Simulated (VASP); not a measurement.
A run of VASP 6.6.1 is set up as follows.

File INCAR:

```
SYSTEM = TaN
PREC     = Accurate       ! precision mode
ENCUT    = 600            ! plane-wave cutoff, eV
EDIFF    = 1E-6           ! SCF threshold, eV
ISMEAR   = -1             ! smearing method
SIGMA    = 0.05           ! smearing width, eV
LREAL    = .False.        ! projectors in reciprocal space
LASPH    = .True.         ! aspherical terms in the spheres
NELM     = 200            ! most SCF steps
ALGO     = Normal         ! electronic algorithm
ISIF     = 2              ! what is computed and relaxed
LWAVE    = .False.        ! write WAVECAR
LCHARG   = .False.        ! write CHGCAR
LNONCOLLINEAR= .True.         ! non-collinear magnetism
MAGMOM   = 0 0 0 0 0 0    ! initial moments
LORBIT   = 11             ! projections on sites
LSORBIT  = .True.         ! spin-orbit coupling
GGA_COMPAT= .False.      
LORBMOM  = .True.       
LMAXMIX  = 4              ! l up to which the mixer works
GGA      = PE             ! functional
NBANDS   = 30             ! bands
```

File KPOINTS:

```
regular mesh
0
Gamma
  7 7 7
  0 0 0
```

The input POSCAR:

```
TaN
1.0
    0.0000000000      2.2113230000      2.2113230000
    2.2113230000      0.0000000000      2.2113230000
    2.2113230000      2.2113230000      0.0000000000
Ta N
1 1
Direct
    0.5000000000      0.5000000000      0.5000000000
    0.0000000000      0.0000000000      0.0000000000
```

Potentials or basis: VASP PAW PBE potentials, release 64 (Ta_sv_GW, N).

Command:

```console
$ cat potpaw_PBE.64/Ta_sv_GW/POTCAR potpaw_PBE.64/N/POTCAR > POTCAR
$ mpirun -np 1 vasp_ncl > vasp.out
```

**Question.** Predict the pressure.

**Answer.** -1.1 GPa.

**Question.** What does it give for the net moment?

**Answer.** 0.00 μB per cell.

Moments on the atoms (μB; x, y, z):
```
Ta  0.00 0.00 0.00
N   0.00 0.00 0.00
```
